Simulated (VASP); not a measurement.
Wanted: the native input for a VASP 6.6.1 run.

```
Task                   : single point
Functional             : PBE
Potentials or basis    : VASP PAW PBE potentials, release 64 (Ti_sv, Ru_pv)
Cutoff                 : 520 eV
k mesh                 : 12 × 12 × 6
Occupations            : gaussian, width 0.1 eV
Spin                   : collinear spin, ferromagnetic start
Starting moments       : [0.0, 0.0, 0.0, 0.0, 0.41] μB
Dipole correction      : no
Further INCAR settings : ALGO = Normal; EDIFF = 1e-06; NBANDS = 43
```

The structure of Ti4Ru lies in POSCAR:

```
Ti4Ru
1.0
    4.3049407550      0.0000000000      0.0000000000
   -2.1524703775      3.7281880556      0.0000000000
    0.0000000000      0.0000000000      7.2947576089
Ti Ru
4 1
Direct
    0.3333333333      0.6666666667      0.5000000000
    0.6666666667      0.3333333333      0.5000000000
    0.0000000000      0.0000000000      0.6980855422
    0.0000000000      0.0000000000      0.3019144578
    0.0000000000      0.0000000000      0.0000000000
```

The cell was generated, and may not be a known phase.

The input as run:

INCAR

```
SYSTEM = Ti4Ru
PREC     = Accurate       ! precision mode
ENCUT    = 520            ! plane-wave cutoff, eV
EDIFF    = 1E-6           ! SCF threshold, eV
ISMEAR   = 0              ! smearing method
SIGMA    = 0.1            ! smearing width, eV
LREAL    = .FALSE.        ! projectors in reciprocal space
LASPH    = .TRUE.         ! aspherical terms in the spheres
NELM     = 150            ! most SCF steps
ALGO     = Normal         ! electronic algorithm
ISIF     = 2              ! what is computed and relaxed
LWAVE    = .FALSE.        ! write WAVECAR
LCHARG   = .FALSE.        ! write CHGCAR
ISPIN    = 2              ! spin polarisation
MAGMOM   = 0 0 0 0 0.41   ! initial moments
LORBIT   = 11             ! projections on sites
LMAXMIX  = 4              ! l up to which the mixer works
GGA      = PE             ! functional
NBANDS   = 43             ! bands
KPAR     = 4
```

KPOINTS

```
Automatic mesh
0
G
  12 12 6
  0 0 0
```

Potentials or basis: VASP PAW PBE potentials, release 64 (Ti_sv, Ru_pv).

The run is started by

```console
$ cat potpaw_PBE.64/Ti_sv/POTCAR potpaw_PBE.64/Ru_pv/POTCAR > POTCAR
$ mpirun -np 4 vasp_std > vasp.out
```

Results of the run:

- Pressure: 0.0 GPa
- Largest force: 0.158 eV/Å
- Net moment: 0.38 μB per cell
- Site moments: Ti +0.03, -0.04 (each value once); Ru +0.38 μB
- Valence electrons inside the program's atomic spheres: Ti 10.46, 10.34 (each value once); Ru 12.71

Caveat: a moment this small can come from the mesh or the smearing.

Wall time 7.2 min on 4 MPI ranks on Oxide Virtual Turin-like Processor, with other jobs on the host, peak memory 0.63 GiB a rank.
